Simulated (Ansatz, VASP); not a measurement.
## Two plane-wave programs on Ga

Contents of INCAR:

```
  PREC = Accurate
  ENCUT = 520
  EDIFF = 1E-7
  ISMEAR = -1
  SIGMA = 0.1
  LREAL = False
  LASPH = True
  NELM = 60
  ALGO = Normal
  ISIF = 2
  LWAVE = False
  LCHARG = False
  GGA = RP
  NBANDS = 34
```

KPOINTS

```
Automatic mesh
0
Gamma
  10 10 9
```

POSCAR

```
Ga
1.0
    2.4355549634     -4.0744981035      0.0000000000
    2.4355549634      4.0744981035      0.0000000000
    0.0000000000      0.0000000000      4.7783255924
Ga
4
Direct
    0.8438269408      0.1561730592      0.0823280072
    0.6561730592      0.3438269408      0.5823280072
    0.1561730592      0.8438269408      0.9176719928
    0.3438269408      0.6561730592      0.4176719928
```

Input for Ansatz:

```yaml
crystal:
  lattice:
    - [2.4355549634, -4.0744981035, 0.0]
    - [2.4355549634, 4.0744981035, 0.0]
    - [0.0, 0.0, 4.7783255924]
  atoms:
    - { symbol: Ga, position: [0.8438269408, 0.1561730592, 0.0823280072] }
    - { symbol: Ga, position: [0.6561730592, 0.3438269408, 0.5823280072] }
    - { symbol: Ga, position: [0.1561730592, 0.8438269408, 0.9176719928] }
    - { symbol: Ga, position: [0.3438269408, 0.6561730592, 0.4176719928] }
hamiltonian:
  xc: rpbe
  pseudopotentials:
    kind: paw
    azcp:
      Ga: "pseudopotentials/Ga.paw.azcp"
basis:
  ecutwfc: 420
  fft_grid_basis: typed
kpoints:
  mp_grid: { grid: [10, 10, 9], shift: [0, 0, 0] }
magnetization:
  spin_polarized: false
scf:
  occupations: { method: fermi_dirac, width: 0.1 }
output:
  stress: true
```

Alike in both runs: task single point; functional RPBE; k mesh 10 × 10 × 9; occupations fermi-dirac, width 0.1 eV; no spin polarisation.

|  | VASP | Ansatz |
| --- | --- | --- |
| version | VASP 6.6.1 | Ansatz 0.2.0 |
| potentials or method | VASP PAW PBE potentials, release 64 (Ga_d), cutoff 520 eV | plane waves (420 eV) with PAW, scalar-relativistic |
| valence electrons in the cell | 52 | 52 |

|  | VASP | Ansatz | Ansatz less VASP |
| --- | --- | --- | --- |
| pressure (GPa) | -3.5 | -3.6 | -0.09 |
| traceless stress, the component that is largest in VASP (GPa) | 0.20 | 0.19 | -0.003 |

VASP's potentials were made for PBE, not for RPBE.
